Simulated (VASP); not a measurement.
# MgO (P1) in VASP: further runs, part 2 of 2

VASP 6.6.1.

**3. Single point, LDA**

File INCAR:

```
  ALGO = Normal
  EDIFF = 1E-6
  ENCUT = 520
  GGA = CA
  ISIF = 2
  ISMEAR = -1
  LASPH = True
  LCHARG = False
  LREAL = Auto
  LWAVE = False
  NBANDS = 46
  NELM = 60
  PREC = Accurate
  SIGMA = 0.05
```

File KPOINTS:

```
k-points
0
Gamma
  2 2 2
```

File POSCAR:

```
MgO
1.0
    0.0000000000      3.8220000000      3.8220000000
    3.8220000000      0.0000000000      3.8220000000
    3.8220000000      3.8220000000      0.0000000000
Mg O
8 8
Direct
   -0.0078492936      0.0227891156     -0.0081632653
   -0.0186682365      0.0324306646      0.4948848770
    0.0075353218      0.5057823129     -0.0074829932
    0.0174123496      0.5051151230      0.4926085819
    0.5084510727     -0.0175039246     -0.0070643642
    0.5221611722     -0.0208791209      0.4858712716
    0.4734432234      0.5232339089     -0.0022762951
    0.4840005233      0.4933935113      0.5309916274
    0.2796703297      0.2002616431      0.2592360021
    0.2600078493      0.2265698587      0.7543825222
    0.2397043433      0.7319335426      0.2552982732
    0.2252093145      0.7400444793      0.7582548404
    0.7212192569      0.2860020931      0.2767137624
    0.7341313448      0.2636708530      0.7638016745
    0.7835557300      0.7428440607      0.2451465201
    0.7770408163      0.7413003663      0.7185112507
```

Potentials or basis: VASP PAW LDA potentials, release 64 (Mg, O).

Run with:

```bash
$ cat potpaw_LDA.64/Mg/POTCAR potpaw_LDA.64/O/POTCAR > POTCAR
$ mpirun -np 1 vasp_std > vasp.out
```

OUTCAR:

```text
EDIFF = 1E-6
   ENCUT = 520
   GGA = CA
   ISIF = 2
   ISMEAR = -1
   LASPH = True
   LREAL = Auto
   NELM = 60
   PREC = Accurate

 ion  position               nearest neighbor table
   1  0.992  0.023  0.992-  10 1.81  14 1.86  15 1.88  11 1.96  12 1.98  13 2.10   6 2.61   7 2.65
                             4 2.66   3 2.66   2 2.69   5 2.69   2 2.72   5 2.73   3 2.75   4 2.75
   2  0.981  0.032  0.495-   9 1.82  13 1.83  16 1.91  14 1.91  12 1.95  11 2.07   8 2.60   5 2.63
                             3 2.64   4 2.65   6 2.66   1 2.69   1 2.72   4 2.76   6 2.77   3 2.77
   3  0.008  0.506  0.993-  12 1.73  15 1.88  16 1.93  13 1.95  10 1.98   9 2.07   8 2.54   7 2.58
                             5 2.64   2 2.64   1 2.66   4 2.68   4 2.73   1 2.75   5 2.77   2 2.77
   4  0.017  0.505  0.493-  11 1.72  16 1.77  15 1.84  10 1.93  14 2.01   9 2.07   7 2.57   8 2.60
                             6 2.62   2 2.65   1 2.66   3 2.68   3 2.73   1 2.75   2 2.76   6 2.79
   5  0.508  0.982  0.993-   9 1.86  10 1.86  14 1.95  16 1.97  11 1.99  15 2.02   7 2.57   2 2.63
                             8 2.64   3 2.64   1 2.69   6 2.69   6 2.71   1 2.73   3 2.77   8 2.78
   6  0.522  0.979  0.486-   9 1.79  15 1.83  16 1.86  13 1.97  10 1.97  12 2.05   1 2.61   8 2.62
                             4 2.62   7 2.63   2 2.66   5 2.69   5 2.71   2 2.77   4 2.79   7 2.80
   7  0.473  0.523  0.998-  11 1.79  12 1.87  14 1.89   9 2.01  16 2.01  13 2.02   5 2.57   4 2.57
                             8 2.58   3 2.58   6 2.63   1 2.65   1 2.76   6 2.80   3 2.83   8 2.83
   8  0.484  0.493  0.531-  13 1.77  12 1.82  14 1.85  10 1.88  11 1.99  15 2.10   3 2.54   7 2.58
                             2 2.60   4 2.60   6 2.62   5 2.64   5 2.78   6 2.81   4 2.82   2 2.82
   9  0.280  0.200  0.259-   6 1.79   2 1.82   5 1.86   7 2.01   4 2.07   3 2.07
  10  0.260  0.227  0.754-   1 1.81   5 1.86   8 1.88   4 1.93   6 1.97   3 1.98
  11  0.240  0.732  0.255-   4 1.72   7 1.79   1 1.96   5 1.99   8 1.99   2 2.07
  12  0.225  0.740  0.758-   3 1.73   8 1.82   7 1.87   2 1.95   1 1.98   6 2.05
  13  0.721  0.286  0.277-   8 1.77   2 1.83   3 1.95   6 1.97   7 2.02   1 2.10
  14  0.734  0.264  0.764-   8 1.85   1 1.86   7 1.89   2 1.91   5 1.95   4 2.01
  15  0.784  0.743  0.245-   6 1.83   4 1.84   3 1.88   1 1.88   5 2.02   8 2.10
  16  0.777  0.741  0.719-   4 1.77   6 1.86   2 1.91   3 1.93   5 1.97   7 2.01

  LATTYP: Found a face centered cubic cell.
 ALAT       =     7.6440000000

  Lattice vectors:

 A1 = (   0.0000000000,   3.8220000000,   3.8220000000)
 A2 = (   3.8220000000,   0.0000000000,   3.8220000000)
 A3 = (   3.8220000000,   3.8220000000,   0.0000000000)

Analysis of symmetry for initial positions (statically):
=====================================================================
 Subroutine PRICEL returns:
 Original cell was already a primitive cell.

 Routine SETGRP: Setting up the symmetry group for a
 face centered cubic supercell.

 Subroutine GETGRP returns: Found  1 space group operations
 (whereof  1 operations were pure point group operations)
 out of a pool of 48 trial point group operations.

The static configuration has the point symmetry C_1 .

Analysis of symmetry for dynamics (positions and initial velocities):
=====================================================================
 Subroutine PRICEL returns:
 Original cell was already a primitive cell.

 Routine SETGRP: Setting up the symmetry group for a
 face centered cubic supercell.

 Subroutine GETGRP returns: Found  1 space group operations
 (whereof  1 operations were pure point group operations)
 out of a pool of 48 trial point group operations.

The dynamic configuration has the point symmetry C_1 .

[... 93 lines left out ...]
   total plane-waves  NPLWV =  64000
   dimension x,y,z NGX =    40 NGY =   40 NGZ =   40
   dimension x,y,z NGXF=    80 NGYF=   80 NGZF=   80
   ions per type =               8   8
   NGX,Y,Z   is equivalent  to a cutoff of  12.30, 12.30, 12.30 a.u.
   NGXF,Y,Z  is equivalent  to a cutoff of  24.61, 24.61, 24.61 a.u.
 SYSTEM =  unknown system
   PREC   = accura    normal or accurate (medium, high low for compatibility)
   ISTART =      0    job   : 0-new  1-cont  2-samecut
   ICHARG =      2    charge: 1-file 2-atom 10-const
   ISPIN  =      1    spin polarized calculation?
   LNONCOLLINEAR =      F non collinear calculations
   LSORBIT =      F    spin-orbit coupling
   LASPH  =      T    aspherical Exc in radial PAW
   ENCUT  =  520.0 eV  38.22 Ry    6.18 a.u.  10.05 10.05 10.05*2*pi/ulx,y,z
   NELM   =     60;   NELMIN=  2; NELMDL= -5     # of ELM steps
   EDIFF  = 0.1E-05   stopping-criterion for ELM
   LREAL  =      T    real-space projection
   EDIFFG = 0.1E-04   stopping-criterion for IOM
   NSW    =      0    number of steps for IOM
   IBRION =     -1    ionic relax: 0-MD 1-quasi-New 2-CG
   NFREE  =      0    steps in history (QN), initial steepest desc. (CG)
   ISIF   =      2    stress and relaxation
   ISYM   =      2    0-nonsym 1-usesym 2-fastsym
   POTIM  = 0.5000    time-step for ionic-motion
   TEBEG  =    0.0;   TEEND  =   0.0 temperature during run
   PSTRESS=    0.0 pullay stress
   NELECT =      64.0000    total number of electrons
   NUPDOWN=      -1.0000    fix difference up-down
   EMIN   =  10.00;   EMAX   =-10.00  energy-range for DOS
   EFERMI =   0.00;   METHOD = LEGACY
   ISMEAR =    -1;   SIGMA  =   0.05  broadening in eV -4-tet -1-fermi 0-gaus
   EFERMI_NEDOS =   21; number of points for ismear=-14 and -15
   IALGO  =     38    algorithm
   IMIX   =      4    mixing-type and parameters
     AMIX     =   0.40;   BMIX     =  1.00
     AMIX_MAG =   1.60;   BMIX_MAG =  1.00
  volume/ion in A,a.u.               =       6.98        47.10
  Fermi-wavevector in a.u.,A,eV,Ry     =   1.359881  2.569802 25.160921  1.849275
  Thomas-Fermi vector in A             =   2.486591
   LORBIT       =      0    0 simple, 1 ext, 2 COOP (PROOUT), +10 PAW based schemes
   GGA     = CA    functional components
   LHFCALC =     F    Hartree Fock is set to
   AEXX    =    0.0000 exact exchange contribution
   IVDW    =     0    specifies the selected vdW correction
   LEPSILON=     F    determine dielectric tensor
   LRPA    =     F    only Hartree local field effects (RPA)
 non-spin polarized calculation
  energy-cutoff  :      520.00
  volume of cell :      111.66
 maximum number of plane-waves:      3026
   NGX = 21   NGY = 21   NGZ = 21

 number of electron      64.0000003 magnetization

 Free energy of the ion-electron system (eV)
  ---------------------------------------------------
  ext. energy  EPLUGINS =         0.00000000
  ---------------------------------------------------
  free energy    TOTEN  =       -98.74661079 eV

  energy without entropy =      -98.74661079  energy(sigma->0) =      -98.74661079

 E-fermi :   6.7746     XC(G=0): -13.0564

 val. band max:        5.6314289753   @ k =   0.0000   0.0000   0.0000
 cond. band min:      13.2590696872   @ k =   0.0000   0.0000   0.0000
 fundamental gap:      7.6276407118
 Fermi energy:         6.7745971425

 k-point     1 :       0.0000    0.0000    0.0000
  band No.  band energies     occupation
      1     -13.3157      2.00000
      2     -11.1392      2.00000
      3     -11.0660      2.00000
      4     -11.0365      2.00000
      5     -10.9805      2.00000
      6     -10.6055      2.00000
[... 365 lines left out ...]
     43      18.6663      0.00000
     44      18.7232      0.00000
 [bands above 44 left out]

------------------------ aborting loop because EDIFF is reached ----------------------------------------

  FORCE on cell =-STRESS in cart. coord.  units (eV):
  Direction    XX          YY          ZZ          XY          YZ          ZX
  --------------------------------------------------------------------------------------
  -------------------------------------------------------------------------------------
  Total       57.4812914     53.8365013     58.4096810      1.0950902      1.0865121     -1.7783330
  in kB      824.7741768    772.4766619    838.0952374     15.7129752     15.5898914    -25.5165307
  external PRESSURE =     811.7820254 kB  Pullay stress =       0.0000000 kB

 VOLUME and BASIS-vectors are now :
 -----------------------------------------------------------------------------
  energy-cutoff  :      520.00
  volume of cell :      111.66
      direct lattice vectors                 reciprocal lattice vectors
     0.000000000  3.822000000  3.822000000    -0.130821559  0.130821559  0.130821559
     3.822000000  0.000000000  3.822000000     0.130821559 -0.130821559  0.130821559
     3.822000000  3.822000000  0.000000000     0.130821559  0.130821559 -0.130821559

 POSITION                                       TOTAL-FORCE (eV/Angst)
 -----------------------------------------------------------------------------------
      3.87790      7.58280      3.87910         0.313081      0.772176     -1.202808
      2.01540      5.64210      3.87460        -1.379534      1.449225     -1.044203
      5.72650      3.82220      1.96190        -0.095075      0.364999     -3.636796
      3.81330      1.94930      1.99710        -2.235011      0.672205     -3.648906
      7.55010      5.73830      5.69840        -0.057598      1.352884     -0.253676
      5.59920      3.85270      5.73790         1.838613      0.162927     -0.007015
[... 8 lines left out ...]
      3.77610      3.93170      5.83390        -0.343352     -2.197167     -1.807295
      5.57940      5.71600      5.80310         3.905036      0.521459     -1.477263
 -----------------------------------------------------------------------------------
    total drift:                                0.006254     -0.007766     -0.003346

  FREE ENERGIE OF THE ION-ELECTRON SYSTEM (eV)
  ---------------------------------------------------
  free  energy   TOTEN  =       -98.7466107859 eV

  energy  without entropy=      -98.7466107858  energy(sigma->0) =      -98.74661079
```

It took 85 s on 1 thread of Intel Xeon Platinum 8175M at 2.50GHz (Skylake/Cascade Lake), shared host; peak memory 0.2 GiB.

Results:

```
Free energy            : -98.7466 eV
Pressure               : 81.2 GPa
Largest force          : 5.039 eV/Å
Band gap on the k mesh : 7.63 eV
```

Forces on the atoms (eV/Å):
```
Mg   0.313  0.772 -1.203
Mg  -1.380  1.449 -1.044
Mg  -0.095  0.365 -3.637
Mg  -2.235  0.672 -3.649
Mg  -0.058  1.353 -0.254
Mg   1.839  0.163 -0.007
Mg  -1.768  2.275 -0.005
Mg  -0.302 -1.617  1.580
O    1.969 -2.887  1.580
O    0.508 -0.517  0.394
O    1.908  0.128  4.662
O    1.014  0.103  4.183
O   -4.459 -1.096  0.347
O   -0.816  0.512  0.337
O   -0.343 -2.197 -1.807
O    3.905  0.521 -1.477
```

Caveat: the k points lie up to 0.71 Å⁻¹ apart; forces of over 1 eV/Å act on the atoms, so gaps and moduli don't describe the material at rest. Expect the measured gap to be larger: semilocal functionals such as LDA lack the derivative discontinuity.
